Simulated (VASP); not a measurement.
Set up this calculation in VASP 6.6.1, as the native input.

* Task: single point
* Functional: PBE
* Dispersion: D3(BJ)
* Potentials or basis: VASP PAW PBE potentials, release 64 (S, Pt)
* Cutoff: 520 eV
* k mesh: 9 × 9 × 1
* Occupations: gaussian, width 0.02 eV
* Spin: no spin polarisation
* Dipole correction: yes
* Further INCAR settings: ALGO = Normal; EDIFF = 1e-06; NBANDS = 18

The structure of PtS2 lies in POSCAR:

```
PtS2
1.0
    3.4000000000      0.0000000000      0.0000000000
   -1.7000000000      2.9444863729      0.0000000000
    0.0000000000      0.0000000000     30.8254864268
S Pt
2 1
Direct
    0.6666666667      0.3333333333      0.4618173098
    0.3333333333      0.6666666667      0.5381826902
    0.0000000000      0.0000000000      0.5000000000
```

The input as run:

INCAR

```
SYSTEM = PtS2
PREC = Accurate
ENCUT = 520
EDIFF = 1E-6
ISMEAR = 0
SIGMA = 0.02
LREAL = .FALSE.
LASPH = .TRUE.
NELM = 60
ALGO = Normal
ISIF = 2
LWAVE = .FALSE.
LCHARG = .TRUE.
LDIPOL = .TRUE.
IDIPOL = 3
DIPOL = 0.5 0.5 0.500
GGA = PE
IVDW = 12
LELF = .TRUE.
LVHAR = .TRUE.
LVACPOTAV = .TRUE.
NBANDS = 18
```

KPOINTS

```
regular mesh
0
G
  9 9 1
  0 0 0
```

Potentials or basis: VASP PAW PBE potentials, release 64 (S, Pt).

Launch:

```sh
$ cat potpaw_PBE.64/S/POTCAR potpaw_PBE.64/Pt/POTCAR > POTCAR
$ mpirun -np 1 vasp_std > vasp.out
```

It gave:

```json
{"Largest force": "2.307 eV/Å", "Band gap on the k mesh": "2.07 eV (least direct gap 2.17 eV)", "Dispersion energy per atom": "-0.304 eV"}
```

Caveat: spin-orbit coupling is left out, which moves the levels of the heavy elements.

Run time: 4.5 min on 1 thread of Intel Xeon 8259CL (shared host), peak memory 0.47 GiB.
